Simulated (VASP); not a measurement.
The system is Ru.

```
CELL_PARAMETERS angstrom
0.00000 2.63517 2.63517
2.63517 0.00000 2.63517
2.63517 2.63517 0.00000
ATOMIC_POSITIONS crystal
Ru 0.12500 0.12500 0.12500
Ru 0.87500 0.87500 0.87500
```

This isn't the form of Ru at room conditions, which is hcp.

```yaml
Program: VASP 6.6.1
Task: relaxation of cell and atoms
Functional: PBE
Potentials_or_basis: VASP PAW PBE potentials, release 64 (Ru_pv)
Cutoff: 600 eV
k_mesh: 10 × 10 × 10
Occupations: fermi-dirac, width 0.1 eV
Spin: no spin polarisation
```

At the start: pressure 22.0 GPa; volume 18.30 Å³/atom.

Question: How do energy, volume and symmetry change on relaxing?

Answer: Over 17 steps the energy falls by 126.0 meV/atom and the volume is 20.32 Å³/atom (+11.0 %); space group Fd-3m (No. 227, to 0.1 Å) before and after.

Step by step:
| step | energy change (eV) | largest force (eV/Å) | pressure (GPa) | volume (Å³) |
| --- | --- | --- | --- | --- |
| 1 | 0.0000 | 0.0000 | 22.03 | 36.60 |
| 2 | 0.6917 | 0.0000 | -21.79 | 51.61 |
| 3 | -0.2503 | 0.0000 | -1.45 | 41.02 |
| 4 | -0.2520 | 0.0000 | -0.20 | 40.71 |
| 5 | -0.2520 | 0.0000 | 0.13 | 40.62 |
| 6 | -0.2520 | 0.0000 | 0.12 | 40.62 |
| 7 | -0.2520 | 0.0000 | 0.12 | 40.63 |
| 8 | -0.2520 | 0.0000 | 0.11 | 40.63 |
| 9 | -0.2520 | 0.0000 | 0.11 | 40.63 |
| 10 | -0.2520 | 0.0000 | 0.11 | 40.63 |
| 11 | -0.2520 | 0.0000 | 0.11 | 40.63 |
| 12 | -0.2520 | 0.0000 | 0.11 | 40.63 |
| 13 | -0.2520 | 0.0000 | 0.11 | 40.63 |
| 14 | -0.2520 | 0.0000 | 0.11 | 40.63 |
| 15 | -0.2520 | 0.0000 | 0.11 | 40.63 |
| 16 | -0.2520 | 0.0000 | 0.09 | 40.63 |
| 17 | -0.2520 | 0.0000 | 0.07 | 40.64 |

Final structure:
```
Ru
1.0
     0.00000    2.72873    2.72873
     2.72873    0.00000    2.72873
     2.72873    2.72873    0.00000
Ru
2
Direct
  0.12500 0.12500 0.12500
  0.87500 0.87500 0.87500
```
